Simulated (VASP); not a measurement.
# Ta2N (P-31m) in VASP: single point with LDA

Aim: the single point of Ta2N with LDA.

Program: VASP 6.6.1. These are calculated values, not measurements. Logs are shortened: lines on timing, memory, paths and dates and some standing lists are left out, and cuts for length are marked.

## (1) The cell of the first run

It takes space group P-31m (No. 162, trigonal). Conventional cell: a = 5.297 Å, b = 5.297 Å, c = 4.939 Å, α = 90.00°, β = 90.00°, γ = 120.00°. Ta (site symmetry m) has 3 N at 2.15 to 2.16 Å within 2.8 Å. Within 2.9 Å of N (site symmetry 32) lie 6 Ta at 2.16 Å. Within 2.8 Å of N (site symmetry -3m) lie 6 Ta at 2.15 Å.

## (2) Single point, LDA

INCAR

```
  PREC = Accurate
  ENCUT = 600
  EDIFF = 1E-6
  ISMEAR = 0
  SIGMA = 0.1
  LREAL = False
  LASPH = True
  NELM = 120
  ALGO = Normal
  ISIF = 2
  LWAVE = False
  LCHARG = False
  NBANDS = 50
  GGA_COMPAT = False
```

KPOINTS

```
Automatic mesh
0
Gamma
  6 6 4
```

POSCAR

```
Ta2N
1.0
    5.2965720500      0.0000000000      0.0000000000
   -2.6482860300      4.5869659500      0.0000000000
    0.0000000000      0.0000000000      4.9391825700
Ta N
6 3
Direct
    0.6663616800      0.6663616800      0.7536182600
    0.0000000000      0.3336383200      0.7536182600
    0.3336383200      0.0000000000      0.7536182600
    0.3336383200      0.3336383200      0.2463817400
    0.0000000000      0.6663616800      0.2463817400
    0.6663616800      0.0000000000      0.2463817400
    0.6666666700      0.3333333300      0.5000000000
    0.3333333300      0.6666666700      0.5000000000
    0.0000000000      0.0000000000      0.0000000000
```

Potentials or basis: VASP PAW LDA potentials, release 64 (Ta_pv, N).

On the command line:

```console
$ cat potpaw_LDA.64/Ta_pv/POTCAR potpaw_LDA.64/N/POTCAR > POTCAR
$ mpirun -np 1 vasp_std > vasp.out
```

OUTCAR:

```text
PREC = Accurate
   ENCUT = 600
   EDIFF = 1E-6
   ISMEAR = 0
   LREAL = False
   LASPH = True
   NELM = 120
   ISIF = 2

 ion  position               nearest neighbor table
   1  0.666  0.666  0.754-   9 2.15   8 2.16   7 2.16   4 3.00   5 3.01   6 3.01   2 3.06   3 3.06
                             2 3.06   3 3.06   3 3.06   2 3.06   4 3.06   5 3.07   6 3.07
   2  0.000  0.334  0.754-   9 2.15   7 2.16   8 2.16   5 3.00   6 3.01   4 3.01   3 3.06   1 3.06
                             3 3.06   1 3.06   1 3.06   3 3.06   5 3.06   6 3.07   4 3.07
   3  0.334  0.000  0.754-   9 2.15   8 2.16   7 2.16   6 3.00   5 3.01   4 3.01   2 3.06   2 3.06
                             1 3.06   1 3.06   1 3.06   2 3.06   6 3.06   5 3.07   4 3.07
   4  0.334  0.334  0.246-   9 2.15   7 2.16   8 2.16   1 3.00   2 3.01   3 3.01   5 3.06   6 3.06
                             5 3.06   6 3.06   6 3.06   5 3.06   1 3.06   2 3.07   3 3.07
   5  0.000  0.666  0.246-   9 2.15   8 2.16   7 2.16   2 3.00   3 3.01   1 3.01   6 3.06   4 3.06
                             6 3.06   4 3.06   4 3.06   6 3.06   2 3.06   3 3.07   1 3.07
   6  0.666  0.000  0.246-   9 2.15   7 2.16   8 2.16   3 3.00   2 3.01   1 3.01   5 3.06   5 3.06
                             4 3.06   4 3.06   4 3.06   5 3.06   3 3.06   2 3.07   1 3.07
   7  0.667  0.333  0.500-   2 2.16   6 2.16   5 2.16   3 2.16   4 2.16   1 2.16
   8  0.333  0.667  0.500-   5 2.16   3 2.16   2 2.16   6 2.16   1 2.16   4 2.16
   9  0.000  0.000  0.000-   1 2.15   4 2.15   3 2.15   6 2.15   5 2.15   2 2.15

  LATTYP: Found a hexagonal cell.
 ALAT       =     5.2965720500
 C/A-ratio  =     0.9325243806

  Lattice vectors:

 A1 = (   5.2965720500,   0.0000000000,   0.0000000000)
 A2 = (  -2.6482860300,   4.5869659500,   0.0000000000)
 A3 = (   0.0000000000,   0.0000000000,   4.9391825700)

Analysis of symmetry for initial positions (statically):
=====================================================================
 Subroutine PRICEL returns:
 Original cell was already a primitive cell.

 Routine SETGRP: Setting up the symmetry group for a
 hexagonal supercell.

 Subroutine GETGRP returns: Found 12 space group operations
 (whereof 12 operations were pure point group operations)
 out of a pool of 24 trial point group operations.

The static configuration has the point symmetry D_3d.

Analysis of symmetry for dynamics (positions and initial velocities):
=====================================================================
 Subroutine PRICEL returns:
 Original cell was already a primitive cell.

 Routine SETGRP: Setting up the symmetry group for a
 hexagonal supercell.

 Subroutine GETGRP returns: Found 12 space group operations
 (whereof 12 operations were pure point group operations)
 out of a pool of 24 trial point group operations.

The dynamic configuration has the point symmetry D_3d.

 Subroutine INISYM returns: Found 12 space group operations
 (whereof 12 operations are pure point group operations),
 and found     1 'primitive' translations

----------------------------------------------------------------------------------------

                                     Primitive cell

  volume of cell :     119.9984

  direct lattice vectors                    reciprocal lattice vectors
     5.296572050  0.000000000  0.000000000     0.188801359  0.109004515  0.000000000
    -2.648286030  4.586965950  0.000000000     0.000000000  0.218009031  0.000000000
     0.000000000  0.000000000  4.939182570     0.000000000  0.000000000  0.202462652

  length of vectors
     5.296572050  5.296572054  4.939182570     0.218009031  0.218009031  0.202462652

  position of ions in fractional coordinates (direct lattice)
     0.666361680  0.666361680  0.753618260
     0.000000000  0.333638320  0.753618260
     0.333638320  0.000000000  0.753618260
     0.333638320  0.333638320  0.246381740
     0.000000000  0.666361680  0.246381740
     0.666361680  0.000000000  0.246381740
     0.666666670  0.333333330  0.500000000
     0.333333330  0.666666670  0.500000000
     0.000000000  0.000000000  0.000000000

  ion indices of the primitive-cell ions
   primitive index   ion index
                 1           1
                 2           2
                 3           3
                 4           4
                 5           5
                 6           6
                 7           7
                 8           8
                 9           9

----------------------------------------------------------------------------------------

 KPOINTS: Automatic mesh

Automatic generation of k-mesh.
 Grid dimensions read from file:
 generate k-points for:    6    6    4

 Generating k-lattice:

  Cartesian coordinates                     Fractional coordinates (reciprocal lattice)
     0.031466893  0.018167419  0.000000000     0.166666667  0.000000000  0.000000000
     0.000000000  0.036334838  0.000000000     0.000000000  0.166666667  0.000000000
     0.000000000  0.000000000  0.050615663     0.000000000  0.000000000  0.250000000

  Length of vectors
     0.036334838  0.036334838  0.050615663

  Shift w.r.t. Gamma in fractional coordinates (k-lattice)
     0.000000000  0.000000000  0.000000000

 Subroutine IBZKPT returns following result:
 ===========================================

 Found     24 irreducible k-points:

 Following reciprocal coordinates:
            Coordinates               Weight
  0.000000  0.000000  0.000000      1.000000
  0.166667  0.000000  0.000000      6.000000
  0.333333  0.000000  0.000000      6.000000
  0.500000  0.000000  0.000000      3.000000
  0.166667  0.166667  0.000000      6.000000
  0.333333  0.166667  0.000000     12.000000
[... 16 lines left out ...]
  0.333333  0.166667  0.500000     12.000000
  0.333333  0.333333  0.500000      2.000000
   k-points           NKPTS =     24   k-points in BZ     NKDIM =     24   number of bands    NBANDS=     50
   number of dos      NEDOS =    301   number of ions     NIONS =      9
   total plane-waves  NPLWV =  70560
   dimension x,y,z NGX =    42 NGY =   42 NGZ =   40
   dimension x,y,z NGXF=    84 NGYF=   84 NGZF=   80
   ions per type =               6   3
   NGX,Y,Z   is equivalent  to a cutoff of  13.18, 13.18, 13.46 a.u.
   NGXF,Y,Z  is equivalent  to a cutoff of  26.37, 26.37, 26.93 a.u.
 SYSTEM =  unknown system
   PREC   = accura    normal or accurate (medium, high low for compatibility)
   ISTART =      0    job   : 0-new  1-cont  2-samecut
   ICHARG =      2    charge: 1-file 2-atom 10-const
   ISPIN  =      1    spin polarized calculation?
   LNONCOLLINEAR =      F non collinear calculations
   LSORBIT =      F    spin-orbit coupling
   LASPH  =      T    aspherical Exc in radial PAW
   ENCUT  =  600.0 eV  44.10 Ry    6.64 a.u.  10.58 10.58  9.86*2*pi/ulx,y,z
   NELM   =    120;   NELMIN=  2; NELMDL= -5     # of ELM steps
   EDIFF  = 0.1E-05   stopping-criterion for ELM
   LREAL  =      F    real-space projection
[... 7 lines left out ...]
   TEBEG  =    0.0;   TEEND  =   0.0 temperature during run
   PSTRESS=    0.0 pullay stress
   NELECT =      81.0000    total number of electrons
   NUPDOWN=      -1.0000    fix difference up-down
   EMIN   =  10.00;   EMAX   =-10.00  energy-range for DOS
   EFERMI =   0.00;   METHOD = LEGACY
   ISMEAR =     0;   SIGMA  =   0.10  broadening in eV -4-tet -1-fermi 0-gaus
   EFERMI_NEDOS =   21; number of points for ismear=-14 and -15
   IALGO  =     38    algorithm
   IMIX   =      4    mixing-type and parameters
     AMIX     =   0.40;   BMIX     =  1.00
     AMIX_MAG =   1.60;   BMIX_MAG =  1.00
  volume/ion in A,a.u.               =      13.33        89.98
  Fermi-wavevector in a.u.,A,eV,Ry     =   1.436078  2.713794 28.059565  2.062320
  Thomas-Fermi vector in A             =   2.555306
   LORBIT       =      0    0 simple, 1 ext, 2 COOP (PROOUT), +10 PAW based schemes
   GGA     = CA    functional components
   LHFCALC =     F    Hartree Fock is set to
   AEXX    =    0.0000 exact exchange contribution
   IVDW    =     0    specifies the selected vdW correction
   LEPSILON=     F    determine dielectric tensor
   LRPA    =     F    only Hartree local field effects (RPA)
 non-spin polarized calculation
 Gauss-broadening in eV      SIGMA  =   0.10
  energy-cutoff  :      600.00
  volume of cell :      120.00
 maximum number of plane-waves:      4039
   NGX = 21   NGY = 21   NGZ = 19

 number of electron      81.0000000 magnetization

 Free energy of the ion-electron system (eV)
  ---------------------------------------------------
  ext. energy  EPLUGINS =         0.00000000
  ---------------------------------------------------
  free energy    TOTEN  =      -114.01505006 eV

  energy without entropy =     -114.00324963  energy(sigma->0) =     -114.00914984

 E-fermi :   7.3120     XC(G=0): -13.1534

 val. band max:        7.2996135512   @ k =   0.1667   0.1667   0.0000
 cond. band min:       7.3169564353   @ k =   0.1667   0.0000   0.5000
 fundamental gap:      0.0173428841
 Fermi energy:         7.3119961191

 k-point     1 :       0.0000    0.0000    0.0000
  band No.  band energies     occupation
      1     -28.2040      2.00000
      2     -27.8153      2.00000
      3     -27.6594      2.00000
      4     -27.6594      2.00000
      5     -27.6331      2.00000
      6     -27.6331      2.00000
[... 42 lines left out ...]
     49      10.3631      0.00000
     50      10.8971      0.00000

 k-point     2 :       0.1667    0.0000    0.0000
  band No.  band energies     occupation
      1     -28.1777      2.00000
      2     -27.8429      2.00000
      3     -27.7169      2.00000
      4     -27.7016      2.00000
      5     -27.6632      2.00000
      6     -27.5837      2.00000
[... 1158 lines left out ...]
 k-point    24 :       0.3333    0.3333    0.5000
  band No.  band energies     occupation
      1     -28.0210      2.00000
      2     -27.9410      2.00000
      3     -27.9410      2.00000
      4     -27.6939      2.00000
      5     -27.6939      2.00000
      6     -27.5875      2.00000
[... 42 lines left out ...]
     49      10.2477      0.00000
     50      10.2489      0.00000

------------------------ aborting loop because EDIFF is reached ----------------------------------------

  FORCE on cell =-STRESS in cart. coord.  units (eV):
  Direction    XX          YY          ZZ          XY          YZ          ZX
  --------------------------------------------------------------------------------------
  -------------------------------------------------------------------------------------
  Total       -7.1803539     -7.1803539     -7.4618548      0.0000000     -0.0000000     -0.0000000
  in kB      -95.8696086    -95.8696087    -99.6281115      0.0000001     -0.0000000     -0.0000000
  external PRESSURE =     -97.1224429 kB  Pullay stress =       0.0000000 kB

 VOLUME and BASIS-vectors are now :
 -----------------------------------------------------------------------------
  energy-cutoff  :      600.00
  volume of cell :      120.00
      direct lattice vectors                 reciprocal lattice vectors
     5.296572050  0.000000000  0.000000000     0.188801359  0.109004515  0.000000000
    -2.648286030  4.586965950  0.000000000     0.000000000  0.218009031  0.000000000
     0.000000000  0.000000000  4.939182570     0.000000000  0.000000000  0.202462652

 POSITION                                       TOTAL-FORCE (eV/Angst)
 -----------------------------------------------------------------------------------
      1.76472      3.05658      3.72226         0.019201      0.033257     -0.138213
     -0.88357      1.53039      3.72226         0.019201     -0.033257     -0.138213
      1.76714      0.00000      3.72226        -0.038401     -0.000000     -0.138213
      0.88357      1.53039      1.21692        -0.019201     -0.033257      0.138213
     -1.76472      3.05658      1.21692        -0.019201      0.033257      0.138213
      3.52943      0.00000      1.21692         0.038401      0.000000      0.138213
      2.64829      1.52899      2.46959        -0.000000     -0.000000      0.000000
     -0.00000      3.05798      2.46959        -0.000000     -0.000000      0.000000
      0.00000      0.00000      0.00000        -0.000000      0.000000      0.000000
 -----------------------------------------------------------------------------------
    total drift:                               -0.000000     -0.000000     -0.000000

  FREE ENERGIE OF THE ION-ELECTRON SYSTEM (eV)
  ---------------------------------------------------
  free  energy   TOTEN  =      -114.0150500592 eV

  energy  without entropy=     -114.0032496263  energy(sigma->0) =     -114.00914984
```

It took 5.3 min on 1 thread of Intel Xeon 8259CL, shared host; peak memory 0.29 GiB.

Results:

* Free energy: -114.0151 eV
* Pressure: -9.7 GPa
* Largest force: 0.143 eV/Å
* Band gap on the k mesh: zero (an odd number of electrons rules out a gap without spin polarisation)

Forces on the atoms (eV/Å):
```
Ta   0.019  0.033 -0.138
Ta   0.019 -0.033 -0.138
Ta  -0.038  0.000 -0.138
Ta  -0.019 -0.033  0.138
Ta  -0.019  0.033  0.138
Ta   0.038  0.000  0.138
N    0.000  0.000  0.000
N    0.000  0.000  0.000
N    0.000  0.000  0.000
```

Caveat: the cell stands under tension; spin-orbit coupling is left out, which moves the levels of the heavy elements.
